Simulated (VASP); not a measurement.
# WC (P-6m2) in VASP: further runs, part 2 of 2

VASP 6.6.1. The steps go on from the part before.

### 3 Single point, PBE

This run uses another cell than the first one, of the same volume but with other edges.

The input, INCAR:

```
ALGO = Normal
EDIFF = 1E-6
ENCUT = 520
GGA = PE
ISIF = 2
ISMEAR = 0
ISYM = 0
LASPH = True
LCHARG = False
LREAL = False
LWAVE = False
NBANDS = 16
NELM = 60
PREC = Accurate
SIGMA = 0.1
```

The input, KPOINTS:

```
k-points
0
Gamma
  12 7 23
```

The input, POSCAR:

```
WC
1.0
    2.8471250423      0.0000000000      0.0000000000
    0.0000000000      5.0605934390      0.0000000000
    0.0000000000      2.5302967195      1.4608674921
W C
1 1
Direct
    0.0000000000      0.0000000000      0.0000000000
    0.5000000000      0.3333333333      0.0000000000
```

Potentials or basis: VASP PAW PBE potentials, release 64 (W_sv, C).

Started as:

```
cat potpaw_PBE.64/W_sv/POTCAR potpaw_PBE.64/C/POTCAR > POTCAR
mpirun -np 1 vasp_std > vasp.out
```

OUTCAR:

```text
EDIFF = 1E-6
   ENCUT = 520
   GGA = PE
   ISIF = 2
   ISMEAR = 0
   ISYM = 0
   LASPH = True
   LREAL = False
   NELM = 60
   PREC = Accurate

 ion  position               nearest neighbor table
   1  0.000  0.000  0.000-   2 2.21   2 2.21   2 2.21   2 2.21   2 2.21   2 2.21
   2  0.500  0.333  0.000-   1 2.21   1 2.21   1 2.21   1 2.21   1 2.21   1 2.21

IMPORTANT INFORMATION: All symmetrisations will be switched off!
NOSYMM: (Re-)initialisation of all symmetry stuff for point group C_1.

----------------------------------------------------------------------------------------

                                     Primitive cell

  volume of cell :      21.0484

  direct lattice vectors                    reciprocal lattice vectors
     2.847125042  0.000000000  0.000000000     0.351231500  0.000000000  0.000000000
     0.000000000  5.060593439  0.000000000     0.000000000  0.197605283 -0.342262390
     0.000000000  2.530296719  1.460867492     0.000000000  0.000000000  0.684524781

  length of vectors
     2.847125042  5.060593439  2.921734984     0.351231500  0.395210567  0.684524781

  position of ions in fractional coordinates (direct lattice)
     0.000000000  0.000000000  0.000000000
     0.500000000  0.333333333  0.000000000

  ion indices of the primitive-cell ions
   primitive index   ion index
                 1           1
                 2           2

----------------------------------------------------------------------------------------

 KPOINTS: k-points

Automatic generation of k-mesh.
 Grid dimensions read from file:
 generate k-points for:   12    7   23

 Generating k-lattice:

  Cartesian coordinates                     Fractional coordinates (reciprocal lattice)
     0.029269292  0.000000000  0.000000000     0.083333333  0.000000000  0.000000000
     0.000000000  0.028229326 -0.048894627     0.000000000  0.142857143  0.000000000
[... 99 lines left out ...]
     AMIX     =   0.40;   BMIX     =  1.00
     AMIX_MAG =   1.60;   BMIX_MAG =  1.00
  volume/ion in A,a.u.               =      10.52        71.02
  Fermi-wavevector in a.u.,A,eV,Ry     =   1.553911  2.936465 32.853151  2.414639
  Thomas-Fermi vector in A             =   2.658073
   LORBIT       =      0    0 simple, 1 ext, 2 COOP (PROOUT), +10 PAW based schemes
   GGA     = PE    functional components
   LHFCALC =     F    Hartree Fock is set to
   AEXX    =    0.0000 exact exchange contribution
   IVDW    =     0    specifies the selected vdW correction
   LEPSILON=     F    determine dielectric tensor
   LRPA    =     F    only Hartree local field effects (RPA)
 non-spin polarized calculation
 Gauss-broadening in eV      SIGMA  =   0.10
  energy-cutoff  :      520.00
  volume of cell :       21.05
 maximum number of plane-waves:       587
 NGX is ok and might be reduce to    24

 number of electron      17.9999999 magnetization

 Free energy of the ion-electron system (eV)
  ---------------------------------------------------
  ext. energy  EPLUGINS =         0.00000000
  ---------------------------------------------------
  free energy    TOTEN  =       -22.45102142 eV

  energy without entropy =      -22.44990539  energy(sigma->0) =      -22.45046341

 E-fermi :  10.8844     XC(G=0): -13.7208

 val. band max:       10.8501178922   @ k =  -0.3333   0.1429   0.0435
 cond. band min:      10.9335111271   @ k =   0.4167   0.4286   0.4783
 fundamental gap:      0.0833932349
 Fermi energy:        10.8843564944

 k-point     1 :       0.0000    0.0000    0.0000
  band No.  band energies     occupation
      1     -63.1559      2.00000
      2     -27.1320      2.00000
      3     -27.0425      2.00000
      4     -27.0419      2.00000
      5      -3.4651      2.00000
      6       6.6475      2.00000
[... 433 lines left out ...]
      3     -27.4515      2.00000
      4     -27.0997      2.00000
      5      -0.4376      2.00000
      6       4.5879      2.00000
[... 8 lines left out ...]
     15      24.6581      0.00000
     16      28.3148      0.00000

 [... further k-points ...]

------------------------ aborting loop because EDIFF is reached ----------------------------------------

  FORCE on cell =-STRESS in cart. coord.  units (eV):
  Direction    XX          YY          ZZ          XY          YZ          ZX
  --------------------------------------------------------------------------------------
  -------------------------------------------------------------------------------------
  Total        0.1392266      0.1484735      0.1276924     -0.0000001     -0.0171441      0.0000001
  in kB       10.5977541     11.3016225      9.7197879     -0.0000083     -1.3049860      0.0000042
  external PRESSURE =      10.5397215 kB  Pullay stress =       0.0000000 kB

 VOLUME and BASIS-vectors are now :
 -----------------------------------------------------------------------------
  energy-cutoff  :      520.00
  volume of cell :       21.05
      direct lattice vectors                 reciprocal lattice vectors
     2.847125042  0.000000000  0.000000000     0.351231500  0.000000000  0.000000000
     0.000000000  5.060593439  0.000000000     0.000000000  0.197605283 -0.342262390
     0.000000000  2.530296719  1.460867492     0.000000000  0.000000000  0.684524781

 POSITION                                       TOTAL-FORCE (eV/Angst)
 -----------------------------------------------------------------------------------
      0.00000      0.00000      0.00000         0.000000     -0.000951     -0.001443
      1.42356      1.68686      0.00000        -0.000000      0.000951      0.001443
 -----------------------------------------------------------------------------------
    total drift:                               -0.000000     -0.000024     -0.000012

  FREE ENERGIE OF THE ION-ELECTRON SYSTEM (eV)
  ---------------------------------------------------
  free  energy   TOTEN  =       -22.4510214240 eV

  energy  without entropy=      -22.4499053912  energy(sigma->0) =      -22.45046341
```

OSZICAR:

```text
N       E                     dE             d eps       ncg     rms          rms(c)
DAV:   1     0.110028943335E+03    0.11003E+03   -0.93900E+03 30984   0.125E+03
DAV:   2    -0.222680103430E+02   -0.13230E+03   -0.12783E+03 36632   0.336E+02
DAV:   3    -0.255138595202E+02   -0.32458E+01   -0.32345E+01 34728   0.501E+01
DAV:   4    -0.255310763500E+02   -0.17217E-01   -0.17216E-01 39928   0.411E+00
DAV:   5    -0.255312057666E+02   -0.12942E-03   -0.12942E-03 34696   0.339E-01    0.315E+01
DAV:   6    -0.225383919739E+02    0.29928E+01   -0.58358E+00 38152   0.259E+01    0.814E+00
DAV:   7    -0.224792563297E+02    0.59136E-01   -0.44075E-01 32680   0.508E+00    0.604E+00
DAV:   8    -0.224524810614E+02    0.26775E-01   -0.68817E-02 35424   0.222E+00    0.108E+00
DAV:   9    -0.224510865223E+02    0.13945E-02   -0.35010E-03 34504   0.450E-01    0.124E-01
DAV:  10    -0.224510249537E+02    0.61569E-04   -0.32757E-04 37392   0.203E-01    0.696E-02
DAV:  11    -0.224510225873E+02    0.23664E-05   -0.17973E-05 36032   0.367E-02    0.106E-02
DAV:  12    -0.224510214849E+02    0.11025E-05   -0.35684E-06 34440   0.168E-02    0.172E-03
DAV:  13    -0.224510214240E+02    0.60861E-07   -0.12372E-07 16472   0.298E-03
   1 F= -.22451021E+02 E0= -.22450463E+02  d E =-.111603E-02
```

It took 2.3 min on 1 thread of Intel Xeon 6975P-C (Granite Rapids), shared host; peak memory 0.43 GiB.

Results:

* Free energy: -22.4510 eV
* Pressure: 1.1 GPa
* Band gap on the k mesh: zero (bands 9 and 10 overlap by 1.24 eV)

Stress tensor (GPa, compression positive):
```
 1.06  0.00  0.00
 0.00  1.13 -0.13
 0.00 -0.13  0.97
```

Caveat: spin-orbit coupling is left out, which moves the levels of the heavy elements.

### 4 Relaxation of cell and atoms, PBE

This run uses another cell than the first one, of 10.46 Å³/atom.

The input, INCAR:

```
SYSTEM = WC
  PREC = Accurate
  ENCUT = 600
  EDIFF = 1E-6
  ISMEAR = 0
  SIGMA = 0.1
  LREAL = .FALSE.
  LASPH = .TRUE.
  NELM = 80
  ALGO = Normal
  ISIF = 3
  LWAVE = .FALSE.
  LCHARG = .FALSE.
  GGA = PE
  IBRION = 2
  NSW = 100
  EDIFFG = -0.005
```

The input, KPOINTS:

```
regular mesh
0
G
  18 18 14
  0 0 0
```

The input, POSCAR:

```
WC
1.0
    2.9165944300      0.0000000000      0.0000000000
   -1.4582972200      2.5258448700      0.0000000000
    0.0000000000      0.0000000000      2.8394357900
W C
1 1
Direct
    0.0000000000      0.0000000000      0.0000000000
    0.6666666700      0.3333333300      0.5000000000
```

Started as:

```
cat potpaw_PBE.64/W_sv/POTCAR potpaw_PBE.64/C/POTCAR > POTCAR
mpirun -np 1 vasp_std > vasp.out
```

Wall time 50 s (1 thread of Intel Xeon 6975P-C (Granite Rapids), shared host); peak memory 0.24 GiB.

It converged, with:

```
Free energy                           : -22.4509 eV
Relaxed volume                        : 10.55 Å³/atom
Relaxed cell                          : a = 2.924 Å, b = 2.924 Å, c = 2.850 Å, α = 90.00°, β = 90.00°, γ = 120.00°
Space group after relaxing (to 0.1 Å) : P-6m2 (No. 187)
Energy gained by relaxing             : 1.0 meV/atom
Ionic steps                           : 3
Pressure after relaxing               : 0.0 GPa
Band gap on the k mesh                : zero (bands 9 and 10 overlap by 1.19 eV)
```

Step by step:
| step | energy change (eV) | largest force (eV/Å) | pressure (GPa) | volume (Å³) |
| --- | --- | --- | --- | --- |
| 1 | 0.0000 | 0.0000 | 3.49 | 20.92 |
| 2 | 0.0131 | 0.0000 | -8.91 | 21.61 |
| 3 | -0.0020 | 0.0000 | 0.00 | 21.10 |

Final structure:
```
CELL_PARAMETERS angstrom
2.92406 0.00000 0.00000
-1.46203 2.53231 0.00000
0.00000 0.00000 2.84994
ATOMIC_POSITIONS crystal
W 0.00000 0.00000 0.00000
C 0.66667 0.33333 0.50000
```

Levels at points of the mesh, in eV from the Fermi level:
```tsv
k point	band 6	band 7	band 8	band 9	band 10	band 11	band 12	band 13
(0.00, 0.00, 0.00)	-4.20	-3.26	-3.26	0.11	3.17	3.17	5.55	5.55
(0.50, 0.00, 0.00)	-6.94	-3.52	-3.48	-0.46	2.31	4.43	4.77	6.78
(0.00, 0.00, 0.50)	-8.53	-1.97	-1.97	-0.55	-0.55	3.63	4.49	4.49
(0.50, 0.00, 0.50)	-6.34	-4.23	-4.14	0.27	4.33	5.20	6.50	9.02
```

Caveat: spin-orbit coupling is left out, which moves the levels of the heavy elements.

### 5 Overview

| task | cell | k mesh | cutoff (eV) | gap on the mesh (eV) | pressure (GPa) |
| --- | --- | --- | --- | --- | --- |
| single point | a = 2.922, b = 2.922, c = 2.847 Å, angles 90.0, 90.0, 120.0°, 2 atoms, atomic positions A | 18 × 18 × 14 | 520 | none | 1.1 |
| single point | a = 2.847, b = 5.061, c = 2.922 Å, angles 30.0, 90.0, 90.0°, 2 atoms, atomic positions B | 12 × 7 × 23 | 520 | none | 1.1 |
| relaxation of cell and atoms | relaxed from a = 2.917, b = 2.917, c = 2.839 Å, angles 90.0, 90.0, 120.0°, 2 atoms, atomic positions A | 18 × 18 × 14 | 600 | none | 0.0 |

Alike in all rows: level PBE; potentials or basis VASP PAW PBE potentials, release 64 (W_sv, C); no spin polarisation; smearing gaussian 0.1 eV.

Caveats: spin-orbit coupling is left out, which moves the levels of the heavy elements.

Total energies depend on the potentials used, so only differences within one code and one set of settings carry meaning.
